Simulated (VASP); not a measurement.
Here is a VASP 6.6.1 calculation.

File INCAR:

```
SYSTEM = CoSn
PREC = Accurate
ENCUT = 520
EDIFF = 1E-7
ISMEAR = 0
SIGMA = 0.1
LREAL = .FALSE.
LASPH = .TRUE.
NELM = 60
ALGO = Fast
ISIF = 2
LWAVE = .FALSE.
LCHARG = .FALSE.
GGA = PS
NBANDS = 44
```

Contents of KPOINTS:

```
regular mesh
0
G
  12 12 8
  0 0 0
```

File POSCAR:

```
CoSn
1.0
    5.3882088454      0.0000000000      0.0000000000
   -2.6941044227      4.6663257410      0.0000000000
    0.0000000000      0.0000000000      4.3030306400
Co Sn
3 3
Direct
    0.0000000000      0.5000000000      0.0000000000
    0.5000000000      0.5000000000      0.0000000000
    0.5000000000      0.0000000000      0.0000000000
    0.6666666667      0.3333333333      0.5000000000
    0.3333333333      0.6666666667      0.5000000000
    0.0000000000      0.0000000000      0.0000000000
```

Potentials or basis: VASP PAW PBE potentials, release 64 (Co, Sn_d).

Launch:

```bash
$ cat potpaw_PBE.64/Co/POTCAR potpaw_PBE.64/Sn_d/POTCAR > POTCAR
$ mpirun -np 1 vasp_std > vasp.out
```

**Question.** Predict the pressure.

**Answer.** -11.1 GPa.

Stress tensor (GPa, compression positive):
```
-11.02   0.00   0.00
  0.00 -11.02   0.00
  0.00   0.00 -11.12
```

Caveat: the PAW data sets were made with another functional, which shifts forces and pressure a little; spin-orbit coupling is left out, which moves the levels of the heavy elements. Spin polarisation is off, so any magnetic state and its effect on volume and gap are missing.
